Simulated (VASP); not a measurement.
Write the native input for VASP 6.6.1 that does the following.

```yaml
Task: single point
Functional: PBE
Potentials_or_basis: VASP PAW PBE potentials, release 64 (Sn_d, Te)
Cutoff: 520 eV
k_mesh: 6 × 6 × 1
Occupations: gaussian, width 0.1 eV
Spin: no spin polarisation
Dipole_correction: no
Further_INCAR_settings: ALGO = Normal; EDIFF = 1e-06; NBANDS = 50
```

The structure of SnTe lies in POSCAR:

```
SnTe
1.0
    4.1236642900      0.0000000000      0.0000000000
   -2.0618321500      3.5711980400      0.0000000000
    0.0000000000      0.0000000000     17.5426479900
Sn Te
4 4
Direct
    0.3333333300      0.6666666700      0.1770000000
    0.6666666700      0.3333333300      0.6770000000
    0.3333333300      0.6666666700      0.3230000000
    0.6666666700      0.3333333300      0.8230000000
    0.3333333300      0.6666666700      0.6000000200
    0.6666666700      0.3333333300      0.1000000200
    0.3333333300      0.6666666700      0.8999999800
    0.6666666700      0.3333333300      0.3999999800
```

The cell was generated, and may not be a known phase.

One way to write it, as run:

INCAR

```
SYSTEM = SnTe
PREC = Accurate
ENCUT = 520
EDIFF = 1E-6
ISMEAR = 0
SIGMA = 0.1
LREAL = .False.
LASPH = .True.
NELM = 100
ALGO = Normal
ISIF = 2
LWAVE = .False.
LCHARG = .True.
GGA = PE
LELF = .True.
LVHAR = .True.
NBANDS = 50
```

KPOINTS

```
regular mesh
0
Gamma
  6 6 1
  0 0 0
```

Potentials or basis: VASP PAW PBE potentials, release 64 (Sn_d, Te).

Run with:

```console
$ cat potpaw_PBE.64/Sn_d/POTCAR potpaw_PBE.64/Te/POTCAR > POTCAR
$ mpirun -np 1 vasp_std > vasp.out
```

It gave:

| Property | Result |
| --- | --- |
| Pressure | 13.0 GPa |
| Largest force | 2.170 eV/Å |
| Band gap on the k mesh | zero (bands 40 and 41 overlap by 0.69 eV) |

Caveat: the stress differs along the axes, from 11 to 16 GPa; semilocal functionals underestimate gaps, and a narrow one can read as zero; spin-orbit coupling is left out, which moves the levels of the heavy elements; this functional lacks dispersion, which binds layers or chains, so the pressure and a relaxed spacing across them are unreliable; forces of over 1 eV/Å act on the atoms, so gaps and moduli don't describe the material at rest.

Run time: 66 s on 1 thread of Intel(R) Xeon(R) 6975P-C (Granite Rapids), with other jobs on the host, peak memory 0.39 GiB.
